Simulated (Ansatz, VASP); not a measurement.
Two plane-wave programs on Se

File INCAR:

```
PREC = Accurate
ENCUT = 520
EDIFF = 1E-8
ISMEAR = -1
SIGMA = 0.03
LREAL = F
LASPH = T
NELM = 80
ALGO = Normal
ISIF = 2
LWAVE = F
LCHARG = F
GGA = PE
LEFG = T
NBANDS = 16
```

Contents of KPOINTS:

```
regular mesh
0
Gamma
  8 8 6
```

The input POSCAR:

```
Se
1.0
    4.3551696776     -0.0217758484     -0.0217758484
   -2.1964432767      3.7825755028     -0.0079705137
   -0.0247472500     -0.0247472500      4.9494500000
Se
3
Direct
    0.2170000000      0.0000000000      0.1666666667
    0.0000000000      0.2170000000      0.8333333333
    0.7830000000      0.7830000000      0.5000000000
```

Input for Ansatz:

```yaml
crystal:
  lattice:
    - [4.3551696776, -0.0217758484, -0.0217758484]
    - [-2.1964432767, 3.7825755028, -0.0079705137]
    - [-0.02474725, -0.02474725, 4.94945]
  atoms:
    - { symbol: Se, position: [0.217, 0.0, 0.1666666667] }
    - { symbol: Se, position: [0.0, 0.217, 0.8333333333] }
    - { symbol: Se, position: [0.783, 0.783, 0.5] }
kpoints:
  mp_grid: { grid: [8, 8, 6] }
scf:
  occupations: { method: fermi_dirac, width: 0.03 }
hamiltonian:
  xc: pbe
  pseudopotentials: { kind: paw }
output:
  forces: true
  stress: true
  eigenvalues: true
  efg: { contact_densities: true }
```

Change from the starting cell: equal xy, yz and zx shear strains of -1 %, PAW files.

Alike in both runs: task electric field gradients; functional PBE; k mesh 8 × 8 × 6; occupations fermi-dirac, width 0.03 eV; no spin polarisation.

```csv
,VASP,Ansatz
version,VASP 6.6.1,Ansatz 0.2.0
potentials or method,"VASP PAW PBE potentials, release 64 (Se)","PAW with Ansatz's default frozen-core files, scalar-relativistic"
plane-wave cutoff (eV),520,420
valence electrons in the cell,18,48
```

VASP gave:

| Item | Value |
| --- | --- |
| pressure (GPa) | 5.7 |
| traceless stress, the component that is largest in VASP (GPa) | 1.92 |
| rms of the force components (eV/Å) | 0.692 |
| size of Vzz on the site where it differs most (V/Å²) | 493.8 |

Problem. What did Ansatz give for the same quantities?

Solution. Pressure (GPa): 5.5; traceless stress, the component that is largest in VASP (GPa): 1.84; rms of the force components (eV/Å): 0.666; size of Vzz on the site where it differs most (V/Å²): 512.4.

Atom by atom the forces differ by 0.026 eV/Å (rms over components). The functional is the same, so the differences come from potentials, cutoffs and numerics. VASP's potentials hold 18 valence electrons a cell and Ansatz's 48, so a difference there can come from the potentials and not from the codes.
